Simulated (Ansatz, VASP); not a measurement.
# C in VASP and in Ansatz

INCAR

```
SYSTEM = C
ALGO     = Normal         ! electronic algorithm
EDIFF    = 1E-6           ! SCF threshold, eV
ENCUT    = 520            ! plane-wave cutoff, eV
GGA      = PS             ! functional
ISIF     = 2              ! what is computed and relaxed
ISMEAR   = -1             ! smearing method
LASPH    = .True.         ! aspherical terms in the spheres
LCHARG   = .False.        ! write CHGCAR
LREAL    = .False.        ! projectors in reciprocal space
LWAVE    = .False.        ! write WAVECAR
NBANDS   = 11             ! bands
NELM     = 100            ! most SCF steps
PREC     = Accurate       ! precision mode
SIGMA    = 0.1            ! smearing width, eV
```

Contents of KPOINTS:

```
k-points
0
Gamma
  23 23 6
  0 0 0
```

The input POSCAR:

```
C
1.0
    1.6622527678      0.0000000000      0.0000000000
   -0.8311263839      1.4395531244      0.0000000000
    0.0000000000      0.0000000000      6.5719893430
C
2
Direct
    0.3333333333      0.6666666667      0.2500000000
    0.6666666667      0.3333333333      0.7500000000
```

Input for Ansatz:

```yaml
crystal:
  lattice:
    - [1.6622527678, 0.0, 0.0]
    - [-0.8311263839, 1.4395531244, 0.0]
    - [0.0, 0.0, 6.571989343]
  atoms:
    - { symbol: C, position: [0.3333333333, 0.6666666667, 0.25] }
    - { symbol: C, position: [0.6666666667, 0.3333333333, 0.75] }
hamiltonian:
  xc: pbesol
  pseudopotentials:
    kind: paw
    azcp:
      C: "pseudopotentials/C.paw.azcp"
basis:
  ecutwfc: 420
  fft_grid_basis: typed
kpoints:
  mp_grid: { grid: [23, 23, 6], shift: [0, 0, 0] }
magnetization:
  spin_polarized: false
scf:
  occupations: { method: fermi_dirac, width: 0.1 }
  lower_state_search: "off"
output:
  stress: true
  write_density: true
  write_potential: true
  elf: true
  volumetric_format: npy
```

Alike in both runs: task single point; functional PBEsol; k mesh 23 × 23 × 6; occupations fermi-dirac, width 0.1 eV; no spin polarisation.

|  | VASP | Ansatz |
| --- | --- | --- |
| version | VASP 6.6.1 | Ansatz 0.2.0 |
| potentials or method | VASP PAW PBE potentials, release 64 (C), cutoff 520 eV | plane waves (420 eV) with PAW, scalar-relativistic |
| valence electrons in the cell | 8 | 8 |

Ansatz gave:

| Property | Result |
| --- | --- |
| pressure (GPa) | 15.3 |
| traceless stress, the component that is largest in VASP (GPa) | -15.94 |

Q: Which values does VASP return?

A: Pressure (GPa): 15.4; traceless stress, the component that is largest in VASP (GPa): -16.17.

VASP's potentials were made for PBE, not for PBEsol, and Ansatz warns of the same on its side.
